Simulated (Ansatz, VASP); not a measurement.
## W4C: VASP beside Ansatz

```
W C
1.0
     2.85472    0.00000    0.00000
     0.00000    4.03719    0.00000
     0.00000    0.00000   20.95703
W C
4 1
Cartesian
  1.4274 2.0186 4.0000
  0.0000 0.0000 5.4274
  1.4274 2.0186 6.8371
  0.0000 0.0000 7.9570
  1.4274 0.0000 9.7770
```

Alike in both runs: task single point; functional PBE; k mesh 9 × 7 × 1; occupations gaussian, width 0.1 eV; collinear spin.

```csv
,VASP,Ansatz
version,VASP 6.6.1,Ansatz 0.2.0
potentials or method,"VASP PAW PBE potentials, release 64 (W_sv, C), cutoff 520 eV","scalar-relativistic, plane waves, PAW"
valence electrons in the cell,60,60
```

```tsv
	VASP	Ansatz	Ansatz less VASP
gap on the k mesh at the Fermi level (eV)	none	none	-
rms of the force components (eV/Å)	1.996	1.987	-0.0088
net moment per atom (μB)	0.00	0.00	0.000
work function, face that differs most (eV)	4.09	4.09	-0.003
```

Atom by atom the forces differ by 0.021 eV/Å (rms over components). A gap of «none» marks a metal or a gap that the smearing closes. With one functional, cell and mesh, what is left measures potentials, basis and numerics. Ansatz's warnings: seeded moment not kept.

Neither program's run includes spin-orbit coupling.
